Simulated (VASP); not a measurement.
SnTe, 2 atoms in the cell. The structure is cubic, space group F-43m (No. 216). Conventional cell: a = 7.217 Å, b = 7.217 Å, c = 7.217 Å, α = 90.00°, β = 90.00°, γ = 90.00°. Te (site symmetry -43m) has 4 Sn at 3.13 Å within 4.1 Å. Within 4.1 Å of Sn (site symmetry -43m) lie 4 Te at 3.13 Å. 

| Quantity | Value |
| --- | --- |
| Program | VASP 6.6.1 |
| Task | single point |
| Functional | PBE |
| Potentials or basis | VASP PAW PBE potentials, release 64 (Te, Sn_d) |
| Cutoff | 520 eV |
| k mesh | 7 × 7 × 7 |
| Occupations | fermi-dirac, width 0.05 eV |
| Spin | no spin polarisation |
| Dipole correction | no |
| Further INCAR settings | ALGO = Normal; EDIFF = 1e-06; NBANDS = 17 |

Potentials or basis: VASP PAW PBE potentials, release 64 (Te, Sn_d).

Command:

```console
$ cat potpaw_PBE.64/Te/POTCAR potpaw_PBE.64/Sn_d/POTCAR > POTCAR
$ mpirun -np 1 vasp_std > vasp.out
```

Hardware: 1 thread of Intel(R) Xeon(R) Platinum 8488C (Sapphire Rapids), on a shared host.

Q: How long does it take, and how much memory?

A: Run time: 43 s on 1 thread of Intel(R) Xeon(R) Platinum 8488C (Sapphire Rapids), with other jobs on the host, peak memory 0.24 GiB. Counts: scf iterations 14, k points 20.
